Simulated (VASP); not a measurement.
Here is a VASP 6.6.1 calculation.

The input INCAR:

```
  PREC = Accurate
  ENCUT = 520
  EDIFF = 1E-6
  ISMEAR = 1
  SIGMA = 0.01
  LREAL = F
  LASPH = T
  NELM = 80
  ALGO = Normal
  ISIF = 2
  LWAVE = F
  LCHARG = F
  NBANDS = 12
```

KPOINTS

```
Automatic mesh
0
Gamma
  11 11 11
```

POSCAR

```
Hg
1.0
    1.7463233735      1.0082402698      2.1478810803
   -1.7463233735      1.0082402698      2.1478810803
    0.0000000000     -2.0164805396      2.1478810803
Hg
1
Direct
    0.0000000000      1.0000000000      0.0000000000
```

Potentials or basis: VASP PAW LDA potentials, release 64 (Hg).

Command:

```sh
$ cat potpaw_LDA.64/Hg/POTCAR > POTCAR
$ mpirun -np 1 vasp_std > vasp.out
```

**Question.** What does it give for the pressure?

**Answer.** 0.9 GPa.

**Question.** What does it give for the band gap on the k mesh?

**Answer.** Zero (bands 6 and 7 overlap by 2.76 eV).

Stress tensor (GPa, compression positive):
```
0.57 0.00 0.00
0.00 0.57 0.00
0.00 0.00 1.42
```

Caveat: spin-orbit coupling is left out, which moves the levels of the heavy elements.
